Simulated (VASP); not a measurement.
# GaP: single point with PBE

Crystal: GaP.

```
CELL_PARAMETERS angstrom
0.00000 2.61638 2.81672
2.61638 0.00000 2.81672
2.61638 2.61638 0.00000
ATOMIC_POSITIONS crystal
Ga 0.00000 0.00000 0.00000
P 0.25000 0.25000 0.25000
```

This cell differs from its parent crystal: epitaxial xy strain -4.0%.

```
Program                : VASP 6.6.1
Task                   : single point
Functional             : PBE
Potentials or basis    : VASP PAW PBE potentials, release 64 (Ga_d, P)
Cutoff                 : 520 eV
k mesh                 : 8 × 8 × 8
Occupations            : fermi-dirac, width 0.02 eV
Spin                   : no spin polarisation
Dipole correction      : no
Further INCAR settings : ALGO = Normal; EDIFF = 1e-06; NBANDS = 16
```

The pressure is 7.0 GPa. The band gap on the k mesh is 1.19 eV, indirect (least direct gap 2.02 eV).

Stress tensor (GPa, compression positive):
```
9.07 0.00 0.00
0.00 9.07 0.00
0.00 0.00 2.82
```

Levels at points of the mesh, in eV from the valence-band top:
```
           k point  band 5  band 6  band 7  band 8  band 9  band 10  band 11  band 12  band 13  band 14
(0.00, 0.00, 0.00)  -14.69  -13.02   -0.48    0.00    0.00     2.02     3.70     3.70     3.85     8.65
(0.50, 0.00, 0.00)  -14.67  -10.78   -7.07   -1.68   -1.01     1.52     4.42     4.86     8.26    10.93
(0.50, 0.50, 0.00)  -14.68  -10.07   -7.48   -2.64   -2.64     1.78     2.10    10.82    10.82    10.98
(0.50, 0.00, 0.50)  -14.66   -9.70   -6.96   -3.20   -3.14     1.22     1.38    10.34    10.46    11.54
```

Run time: 22 s on 1 thread of AMD EPYC 9R45 96-Core Processor (Zen 5), on a shared host, peak memory 0.15 GiB.

Caveat: the cell differs from its parent crystal (epitaxial xy strain -4.0%). A k mesh can miss the band edges.
